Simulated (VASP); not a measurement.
# Be27S26 (a cell with a defect) in VASP: further runs

Be27S26 (a cell with a defect) is run at these levels: PBE; tasks: relaxation of the atoms, single point.

Everything below comes from runs of VASP 6.6.1. Logs are shortened: lines on timing, memory, paths and dates and some standing lists are left out, and cuts for length are marked.

### Step 1. The cell of the first run

The cell holds a defect, 53 atoms: a = 10.331 Å, b = 10.331 Å, c = 10.331 Å, α = 60.00°, β = 60.00°, γ = 60.00°.

### Step 2. Relaxation of the atoms, PBE (atoms taken out)

Input file INCAR:

```
ALGO = Normal
EDIFF = 1E-6
EDIFFG = -0.03
ENCUT = 520
GGA = PE
IBRION = 2
ISIF = 2
ISMEAR = -1
LASPH = True
LCHARG = False
LREAL = Auto
LUSENCCL = False
LWAVE = False
NELECT = 208.0
NELM = 80
NSW = 60
PREC = Accurate
SIGMA = 0.01
```

Input file KPOINTS:

```
k-points
0
Gamma
  2 2 2
```

Input file POSCAR:

```
Be27S26
1.0
    0.0000000000      7.3054549467      7.3054549467
    7.3054549467      0.0000000000      7.3054549467
    7.3054549467      7.3054549467      0.0000000000
Be S
27 26
Direct
    0.0000000000      0.0000000000      0.0000000000
    0.0000000000      0.0000000000      0.3333333333
    0.0000000000      0.0000000000      0.6666666667
    0.0000000000      0.3333333333      0.0000000000
    0.0000000000      0.3333333333      0.3333333333
    0.0000000000      0.3333333333      0.6666666667
    0.0000000000      0.6666666667      0.0000000000
    0.0000000000      0.6666666667      0.3333333333
    0.0000000000      0.6666666667      0.6666666667
    0.3333333333      0.0000000000      0.0000000000
    0.3333333333      0.0000000000      0.3333333333
    0.3333333333      0.0000000000      0.6666666667
    0.3333333333      0.3333333333      0.0000000000
    0.3333333333      0.3333333333      0.3333333333
    0.3333333333      0.3333333333      0.6666666667
    0.3333333333      0.6666666667      0.0000000000
    0.3333333333      0.6666666667      0.3333333333
    0.3333333333      0.6666666667      0.6666666667
    0.6666666667      0.0000000000      0.0000000000
    0.6666666667      0.0000000000      0.3333333333
    0.6666666667      0.0000000000      0.6666666667
    0.6666666667      0.3333333333      0.0000000000
    0.6666666667      0.3333333333      0.3333333333
    0.6666666667      0.3333333333      0.6666666667
    0.6666666667      0.6666666667      0.0000000000
    0.6666666667      0.6666666667      0.3333333333
    0.6666666667      0.6666666667      0.6666666667
    0.0833333333      0.0833333333      0.4166666667
    0.0833333333      0.0833333333      0.7500000000
    0.0833333333      0.4166666667      0.0833333333
    0.0833333333      0.4166666667      0.4166666667
    0.0833333333      0.4166666667      0.7500000000
    0.0833333333      0.7500000000      0.0833333333
    0.0833333333      0.7500000000      0.4166666667
    0.0833333333      0.7500000000      0.7500000000
    0.4166666667      0.0833333333      0.0833333333
    0.4166666667      0.0833333333      0.4166666667
    0.4166666667      0.0833333333      0.7500000000
    0.4166666667      0.4166666667      0.0833333333
    0.4166666667      0.4166666667      0.4166666667
    0.4166666667      0.4166666667      0.7500000000
    0.4166666667      0.7500000000      0.0833333333
    0.4166666667      0.7500000000      0.4166666667
    0.4166666667      0.7500000000      0.7500000000
    0.7500000000      0.0833333333      0.0833333333
    0.7500000000      0.0833333333      0.4166666667
    0.7500000000      0.0833333333      0.7500000000
    0.7500000000      0.4166666667      0.0833333333
    0.7500000000      0.4166666667      0.4166666667
    0.7500000000      0.4166666667      0.7500000000
    0.7500000000      0.7500000000      0.0833333333
    0.7500000000      0.7500000000      0.4166666667
    0.7500000000      0.7500000000      0.7500000000
```

Potentials or basis: VASP PAW PBE potentials, release 64 (Be, S).

Command:

```bash
$ cat potpaw_PBE.64/Be/POTCAR potpaw_PBE.64/S/POTCAR > POTCAR
$ mpirun -np 1 vasp_std > vasp.out
```

OUTCAR:

```text
EDIFF = 1E-6
   EDIFFG = -0.03
   ENCUT = 520
   GGA = PE
   IBRION = 2
   ISIF = 2
   ISMEAR = -1
   LASPH = True
   LREAL = Auto
   NELECT = 208.0
   NELM = 80
   NSW = 60
   PREC = Accurate

 ion  position               nearest neighbor table
   1  0.000  0.000  0.000-  29 2.11  33 2.11  45 2.11
   2  0.000  0.000  0.333-  28 2.11  34 2.11  46 2.11
   3  0.000  0.000  0.667-  29 2.11  28 2.11  35 2.11  47 2.11
   4  0.000  0.333  0.000-  30 2.11  32 2.11  48 2.11
   5  0.000  0.333  0.333-  28 2.11  30 2.11  49 2.11  31 2.11
   6  0.000  0.333  0.667-  29 2.11  31 2.11  32 2.11  50 2.11
   7  0.000  0.667  0.000-  33 2.11  30 2.11  35 2.11  51 2.11
   8  0.000  0.667  0.333-  31 2.11  33 2.11  34 2.11  52 2.11
   9  0.000  0.667  0.667-  35 2.11  34 2.11  32 2.11  53 2.11
  10  0.333  0.000  0.000-  36 2.11  38 2.11  42 2.11
  11  0.333  0.000  0.333-  28 2.11  36 2.11  43 2.11  37 2.11
  12  0.333  0.000  0.667-  29 2.11  37 2.11  38 2.11  44 2.11
  13  0.333  0.333  0.000-  30 2.11  36 2.11  41 2.11  39 2.11
  14  0.333  0.333  0.333-  31 2.11  37 2.11  39 2.11  40 2.11
  15  0.333  0.333  0.667-  32 2.11  38 2.11  40 2.11  41 2.11
  16  0.333  0.667  0.000-  33 2.11  39 2.11  42 2.11  44 2.11
[... 35 lines left out ...]
  52  0.750  0.750  0.417-   8 2.11  20 2.11  26 2.11  27 2.11
  53  0.750  0.750  0.750-  27 2.11  21 2.11  25 2.11   9 2.11

  LATTYP: Found a face centered cubic cell.
 ALAT       =    14.6109098934

  Lattice vectors:

 A1 = (   0.0000000000,   7.3054549467,   7.3054549467)
 A2 = (   7.3054549467,   0.0000000000,   7.3054549467)
 A3 = (   7.3054549467,   7.3054549467,   0.0000000000)

Analysis of symmetry for initial positions (statically):
=====================================================================
 Subroutine PRICEL returns:
 Original cell was already a primitive cell.

 Routine SETGRP: Setting up the symmetry group for a
 face centered cubic supercell.

 Subroutine GETGRP returns: Found 24 space group operations
 (whereof  6 operations were pure point group operations)
 out of a pool of 48 trial point group operations.

The static configuration has the point symmetry C_3v.
 The point group associated with its full space group is T_d .

Analysis of symmetry for dynamics (positions and initial velocities):
=====================================================================
 Subroutine PRICEL returns:
 Original cell was already a primitive cell.

 Routine SETGRP: Setting up the symmetry group for a
 face centered cubic supercell.

 Subroutine GETGRP returns: Found 24 space group operations
 (whereof  6 operations were pure point group operations)
 out of a pool of 48 trial point group operations.

The dynamic configuration has the point symmetry C_3v.
 The point group associated with its full space group is T_d .

[... 203 lines left out ...]
   GGA     = PE    functional components
   LHFCALC =     F    Hartree Fock is set to
   AEXX    =    0.0000 exact exchange contribution
   IVDW    =     0    specifies the selected vdW correction
   LEPSILON=     F    determine dielectric tensor
   LRPA    =     F    only Hartree local field effects (RPA)
 conjugate gradient relaxation of ions
 non-spin polarized calculation
  energy-cutoff  :      520.00
  volume of cell :      779.78
 maximum number of plane-waves:     21084
 NGX is ok and might be reduce to    80
   NGX = 39   NGY = 39   NGZ = 39

--------------------------------------- Ionic step        1  -------------------------------------------

 number of electron     207.9999999 magnetization

 Free energy of the ion-electron system (eV)
  ---------------------------------------------------
  ext. energy  EPLUGINS =         0.00000000
  ---------------------------------------------------
  free energy    TOTEN  =      -270.36463167 eV

  energy without entropy =     -270.35985781  energy(sigma->0) =     -270.36224474

------------------------ aborting loop because EDIFF is reached ----------------------------------------

  FORCE on cell =-STRESS in cart. coord.  units (eV):
  Direction    XX          YY          ZZ          XY          YZ          ZX
  --------------------------------------------------------------------------------------
  -------------------------------------------------------------------------------------
  Total      -19.4892798    -19.4892798    -19.4892798      0.0000000     -0.0000000      0.0000000
  in kB      -40.0437349    -40.0437349    -40.0437349      0.0000000     -0.0000000      0.0000000
  external PRESSURE =     -40.0437349 kB  Pullay stress =       0.0000000 kB
[... 242 lines left out ...]
  FREE ENERGIE OF THE ION-ELECTRON SYSTEM (eV)
  ---------------------------------------------------
  free  energy   TOTEN  =      -271.9033752107 eV

  energy  without entropy=     -271.9033752107  energy(sigma->0) =     -271.90337521

[... ionic steps 4 to 8 ...]

--------------------------------------- Ionic step        9  -------------------------------------------

 number of electron     208.0000002 magnetization

------------------------ aborting loop because EDIFF is reached ----------------------------------------
[... 169 lines left out ...]
--------------------------------------- Ionic step       11  -------------------------------------------

 number of electron     208.0000001 magnetization

 Free energy of the ion-electron system (eV)
  ---------------------------------------------------
  ext. energy  EPLUGINS =         0.00000000
  ---------------------------------------------------
  free energy    TOTEN  =      -272.90282806 eV

  energy without entropy =     -272.90282806  energy(sigma->0) =     -272.90282806

 E-fermi :   3.9819     XC(G=0):  -9.4571

 val. band max:        3.7175867931   @ k =   0.0000   0.0000   0.0000
 cond. band min:       6.2318505448   @ k =   0.0000   0.0000   0.0000
 fundamental gap:      2.5142637517
 Fermi energy:         3.9819401823

 k-point     1 :       0.0000    0.0000    0.0000
  band No.  band energies     occupation
      1      -9.7513      2.00000
      2      -8.8166      2.00000
      3      -8.8166      2.00000
      4      -8.8166      2.00000
      5      -8.7509      2.00000
      6      -8.7509      2.00000
[... 346 lines left out ...]
    115       9.1259      0.00000
    116       9.1746      0.00000
 [bands above 116 left out]

------------------------ aborting loop because EDIFF is reached ----------------------------------------

  FORCE on cell =-STRESS in cart. coord.  units (eV):
  Direction    XX          YY          ZZ          XY          YZ          ZX
  --------------------------------------------------------------------------------------
  -------------------------------------------------------------------------------------
  Total      -11.8863509    -11.8863509    -11.8863509     -0.0000000      0.0000000      0.0000000
  in kB      -24.4223434    -24.4223434    -24.4223434     -0.0000000      0.0000000      0.0000000
  external PRESSURE =     -24.4223434 kB  Pullay stress =       0.0000000 kB
[... 68 lines left out ...]
  FREE ENERGIE OF THE ION-ELECTRON SYSTEM (eV)
  ---------------------------------------------------
  free  energy   TOTEN  =      -272.9028280585 eV

  energy  without entropy=     -272.9028280585  energy(sigma->0) =     -272.90282806

 reached required accuracy - stopping structural energy minimisation
```

Run time: 10 min. Hardware: 1 × NVIDIA H100 80GB with 1 thread of AMD EPYC 7R13 (Zen 3), shared host; peak memory 1.8 GiB.

Results:

- Free energy: -272.9028 eV
- Energy gained by relaxing: 47.9 meV/atom
- Ionic steps: 11
- Largest force after relaxing: 0.012 eV/Å

Forces in eV/Å, atoms in the order of the input:
```
Be   0.007  0.007  0.007
Be  -0.007 -0.007  0.007
Be   0.000  0.000  0.003
Be  -0.007  0.007 -0.007
Be   0.000 -0.004 -0.004
Be   0.004  0.000 -0.004
Be   0.000  0.003  0.000
Be   0.004 -0.004  0.000
Be  -0.003  0.000  0.000
Be   0.007 -0.007 -0.007
Be  -0.004  0.000 -0.004
Be   0.000  0.004 -0.004
Be  -0.004 -0.004  0.000
Be   0.000  0.000  0.000
Be   0.004  0.004  0.000
Be   0.000 -0.004  0.004
Be   0.004  0.000  0.004
Be   0.003 -0.003 -0.003
Be   0.003  0.000  0.000
Be  -0.004  0.004  0.000
Be   0.000 -0.003  0.000
Be  -0.004  0.000  0.004
Be   0.000  0.004  0.004
Be  -0.003  0.003 -0.003
Be   0.000  0.000 -0.003
Be  -0.003 -0.003  0.003
Be   0.003  0.003  0.003
S   -0.002 -0.002  0.003
S    0.002  0.002  0.003
S   -0.002  0.003 -0.002
S   -0.001  0.001  0.001
S   -0.003  0.002 -0.002
S    0.002  0.003  0.002
S   -0.003 -0.002  0.002
S   -0.004  0.004  0.004
S    0.003 -0.002 -0.002
S    0.001 -0.001  0.001
S    0.002 -0.003 -0.002
S    0.001  0.001 -0.001
S   -0.001 -0.001 -0.001
S    0.000  0.000 -0.001
S    0.002 -0.002 -0.003
S    0.000 -0.001  0.000
S    0.001  0.000  0.000
S    0.003  0.002  0.002
S   -0.002 -0.003  0.002
S    0.004 -0.004  0.004
S   -0.002  0.002 -0.003
S   -0.001  0.000  0.000
S    0.000  0.001  0.000
S    0.004  0.004 -0.004
S    0.000  0.000  0.001
S   -0.004 -0.004 -0.004
```

Step by step:
| step | energy change (eV) | largest force (eV/Å) | pressure (GPa) |
| --- | --- | --- | --- |
| 1 | 0.0000 | 2.1189 | -4.00 |
| 2 | -1.1291 | 1.7587 | -3.49 |
| 3 | -1.5387 | 1.1472 | -3.10 |
| 4 | -1.5738 | 0.9307 | -2.94 |
| 5 | -2.0796 | 0.6041 | -2.79 |
| 6 | -2.4749 | 0.2914 | -2.54 |
| 7 | -2.5227 | 0.1519 | -2.37 |
| 8 | -2.5328 | 0.1098 | -2.43 |
| 9 | -2.5374 | 0.0377 | -2.44 |
| 10 | -2.5377 | 0.0305 | -2.45 |
| 11 | -2.5382 | 0.0117 | -2.44 |

Final structure:
```yaml
crystal:
  lattice:
    - [0.00000, 7.30545, 7.30545]
    - [7.30545, 0.00000, 7.30545]
    - [7.30545, 7.30545, 0.00000]
  atoms:
    - { symbol: Be, position: [0.97943, 0.97943, 0.97943] }
    - { symbol: Be, position: [0.97943, 0.97943, 0.39505] }
    - { symbol: Be, position: [0.99937, 0.99937, 0.66729] }
    - { symbol: Be, position: [0.97943, 0.39505, 0.97943] }
    - { symbol: Be, position: [0.99577, 0.33586, 0.33586] }
    - { symbol: Be, position: [0.99576, 0.33586, 0.66586] }
    - { symbol: Be, position: [0.99937, 0.66729, 0.99937] }
    - { symbol: Be, position: [0.99576, 0.66586, 0.33586] }
    - { symbol: Be, position: [0.99937, 0.66729, 0.66729] }
    - { symbol: Be, position: [0.39505, 0.97943, 0.97943] }
    - { symbol: Be, position: [0.33586, 0.99577, 0.33586] }
    - { symbol: Be, position: [0.33586, 0.99576, 0.66586] }
    - { symbol: Be, position: [0.33586, 0.33586, 0.99577] }
    - { symbol: Be, position: [0.33333, 0.33333, 0.33333] }
    - { symbol: Be, position: [0.33586, 0.33586, 0.66586] }
    - { symbol: Be, position: [0.33586, 0.66586, 0.99576] }
    - { symbol: Be, position: [0.33586, 0.66586, 0.33586] }
    - { symbol: Be, position: [0.33399, 0.66645, 0.66645] }
    - { symbol: Be, position: [0.66729, 0.99937, 0.99937] }
    - { symbol: Be, position: [0.66586, 0.99576, 0.33586] }
    - { symbol: Be, position: [0.66729, 0.99937, 0.66729] }
    - { symbol: Be, position: [0.66586, 0.33586, 0.99576] }
    - { symbol: Be, position: [0.66586, 0.33586, 0.33586] }
    - { symbol: Be, position: [0.66645, 0.33399, 0.66645] }
    - { symbol: Be, position: [0.66729, 0.66729, 0.99937] }
    - { symbol: Be, position: [0.66645, 0.66645, 0.33399] }
    - { symbol: Be, position: [0.66645, 0.66645, 0.66645] }
    - { symbol: S, position: [0.08468, 0.08468, 0.41572] }
    - { symbol: S, position: [0.08468, 0.08468, 0.74827] }
    - { symbol: S, position: [0.08468, 0.41572, 0.08468] }
    - { symbol: S, position: [0.08320, 0.41671, 0.41671] }
    - { symbol: S, position: [0.08468, 0.41572, 0.74827] }
    - { symbol: S, position: [0.08468, 0.74827, 0.08468] }
    - { symbol: S, position: [0.08468, 0.74827, 0.41572] }
    - { symbol: S, position: [0.08343, 0.74997, 0.74997] }
    - { symbol: S, position: [0.41572, 0.08468, 0.08468] }
    - { symbol: S, position: [0.41671, 0.08320, 0.41671] }
    - { symbol: S, position: [0.41572, 0.08468, 0.74827] }
    - { symbol: S, position: [0.41671, 0.41671, 0.08320] }
    - { symbol: S, position: [0.41671, 0.41671, 0.41671] }
    - { symbol: S, position: [0.41740, 0.41740, 0.74927] }
    - { symbol: S, position: [0.41572, 0.74827, 0.08468] }
    - { symbol: S, position: [0.41740, 0.74927, 0.41740] }
    - { symbol: S, position: [0.41740, 0.74927, 0.74927] }
    - { symbol: S, position: [0.74827, 0.08468, 0.08468] }
    - { symbol: S, position: [0.74827, 0.08468, 0.41572] }
    - { symbol: S, position: [0.74997, 0.08343, 0.74997] }
    - { symbol: S, position: [0.74827, 0.41572, 0.08468] }
    - { symbol: S, position: [0.74927, 0.41740, 0.41740] }
    - { symbol: S, position: [0.74927, 0.41740, 0.74927] }
    - { symbol: S, position: [0.74997, 0.74997, 0.08343] }
    - { symbol: S, position: [0.74927, 0.74927, 0.41740] }
    - { symbol: S, position: [0.74997, 0.74997, 0.74997] }
```

Caveat: the cell carries a net charge on a neutralising background, which shifts energy and pressure; the cell differs from its parent crystal (atoms taken out); the cell is charged against a uniform background, so pressure and absolute levels hang on convention.

(Continued in part 2 of 2.)
